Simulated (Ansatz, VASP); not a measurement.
## SnO in VASP and in Ansatz

File INCAR:

```
ALGO = Normal ; EDIFF = 1E-7
ENCUT = 520 ; GGA = PE
ISIF = 2 ; ISMEAR = 0
LASPH = T ; LCHARG = T
LELF = T ; LREAL = F
LVHAR = T ; LWAVE = F
NBANDS = 28 ; NELM = 80
PREC = Accurate ; SIGMA = 0.05
```

The input KPOINTS:

```
k-points
0
Gamma
  10 10 8
```

POSCAR

```
SnO
1.0
    3.8681707514      0.0000000000      0.0000000000
    0.0000000000      3.8681707514      0.0000000000
    0.0000000000      0.0000000000      5.0672768981
Sn O
2 2
Direct
   -0.0365602672      0.4634397328      0.2287361932
    0.5365602672      0.0365602672      0.7712638068
    0.0038296025     -0.0038296025      0.0000000000
    0.4961703975      0.5038296025      0.0000000000
```

Input for Ansatz:

```yaml
crystal:
  lattice:
    - [3.8681707514, 0.0, 0.0]
    - [0.0, 3.8681707514, 0.0]
    - [0.0, 0.0, 5.0672768981]
  atoms:
    - { symbol: Sn, position: [-0.0365602672, 0.4634397328, 0.2287361932] }
    - { symbol: Sn, position: [0.5365602672, 0.0365602672, 0.7712638068] }
    - { symbol: O, position: [0.0038296025, -0.0038296025, 0.0] }
    - { symbol: O, position: [0.4961703975, 0.5038296025, 0.0] }
basis:
  ecutwfc: 420
kpoints:
  mp_grid: { grid: [10, 10, 8] }
hamiltonian:
  xc: pbe
scf:
  occupations: { method: gaussian, width: 0.05 }
output:
  forces: true
  stress: true
  eigenvalues: true
  write_density: true
  write_potential: true
  elf: true
  volumetric_format: npy
```

Change from the starting cell: mode 4 (104.6 1/cm) frozen in, largest displacement -0.200 Å.

Alike in both runs: task single point; functional PBE; k mesh 10 × 10 × 8; occupations gaussian, width 0.05 eV; no spin polarisation.

|  | VASP | Ansatz |
| --- | --- | --- |
| version | VASP 6.6.1 | Ansatz 0.2.0 |
| potentials or method | VASP PAW PBE potentials, release 64 (Sn_d, O), cutoff 520 eV | scalar-relativistic, plane waves, PAW |
| valence electrons in the cell | 40 | 40 |

```csv
,VASP,Ansatz,Ansatz less VASP
gap on the k mesh at the Fermi level (eV),0.56,0.55,-0.008
least direct gap on the mesh (eV),1.85,1.88,+0.027
pressure (GPa),1.9,1.7,-0.21
"traceless stress, the component that is largest in VASP (GPa)",3.03,2.91,-0.119
rms of the force components (eV/Å),0.455,0.431,-0.0248
```

Atom by atom the forces differ by 0.038 eV/Å (rms over components).
